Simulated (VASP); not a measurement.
MgSnO2:

```xyz
4
Lattice="4.4456 0.0000 0.0000 0.0000 4.4456 0.0000 0.0000 0.0000 2.6189" Properties=species:S:1:pos:R:3 pbc="T T T"
Mg    2.2228    2.2228    1.3095
Sn    0.0000    0.0000    0.0000
O     2.2228    0.0000    0.0000
O     0.0000    2.2228    0.0000
```

```yaml
Program: VASP 6.6.1
Task: relaxation of cell and atoms
Functional: PBE
Potentials_or_basis: VASP PAW PBE potentials, release 64 (Mg, Sn_d, O)
Cutoff: 600 eV
k_mesh: 4 × 4 × 6
Occupations: gaussian, width 0.1 eV
Spin: no spin polarisation
```

At the start: pressure 4.4 GPa; volume 12.94 Å³/atom.

Where does the relaxation end?

Over 6 steps the energy falls by 227.6 meV/atom and the volume is 13.72 Å³/atom (+6.1 %); space group P4/mmm (No. 123, to 0.05 Å).

The path:
| step | energy change (eV) | largest force (eV/Å) | pressure (GPa) | volume (Å³) |
| --- | --- | --- | --- | --- |
| 1 | 0.0000 | 0.0000 | 4.44 | 51.76 |
| 2 | -0.8504 | 0.0000 | 4.60 | 53.74 |
| 3 | -0.8958 | 0.0000 | 3.25 | 53.43 |
| 4 | -0.8957 | 0.0000 | 3.34 | 53.46 |
| 5 | -0.9071 | 0.0000 | -1.42 | 55.61 |
| 6 | -0.9104 | 0.0000 | 0.02 | 54.90 |

Final structure:
```
CELL_PARAMETERS angstrom
4.29353 0.00000 0.00000
0.00000 4.29353 0.00000
0.00000 0.00000 2.97810
ATOMIC_POSITIONS crystal
Mg 0.50000 0.50000 0.50000
Sn 0.00000 0.00000 0.00000
O 0.50000 0.00000 0.00000
O 0.00000 0.50000 0.00000
```

Caveat: the k points lie up to 0.37 Å⁻¹ apart in the final cell.
